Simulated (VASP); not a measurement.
Runs of VASP 6.6.1 on Mg5O. The structure is that of space group P6/mmm (No. 191), or close to it. The cells are those of the table. The cell was built from a structure type or drawn by symmetry, and may not be a known phase.

```tsv
task	spin	cell	k mesh	cutoff (eV)	gap on the mesh (eV)	pressure (GPa)	largest force (eV/Å)
single point	off	a = 5.933, b = 5.933, c = 6.689 Å, angles 90.0, 90.0, 120.0°, 6 atoms	6 × 6 × 6	520	none	0.0	0.04
single point	collinear, ferromagnetic start	a = 5.900, b = 5.900, c = 6.662 Å, angles 90.0, 90.0, 120.0°, 6 atoms	3 × 3 × 4	520	none	(a)	0.29
relaxation of cell and atoms	off	relaxed from a = 5.900, b = 5.900, c = 6.662 Å, angles 90.0, 90.0, 120.0°, 6 atoms	6 × 6 × 6	600	none	0.0	-
single point	off	a = 5.900, b = 5.900, c = 6.662 Å, angles 90.0, 90.0, 120.0°, 6 atoms	6 × 6 × 4	520	none	0.3	-
```

Alike in all rows: level PBE; potentials or basis VASP PAW PBE potentials, release 64 (Mg, O); smearing gaussian 0.1 eV.

**Question.** Fill in the values left out.

**Answer.** (a) 0.5.

Caveats: some runs use coarse meshes.

A gap of «none» marks levels without a gap at the run's occupations.
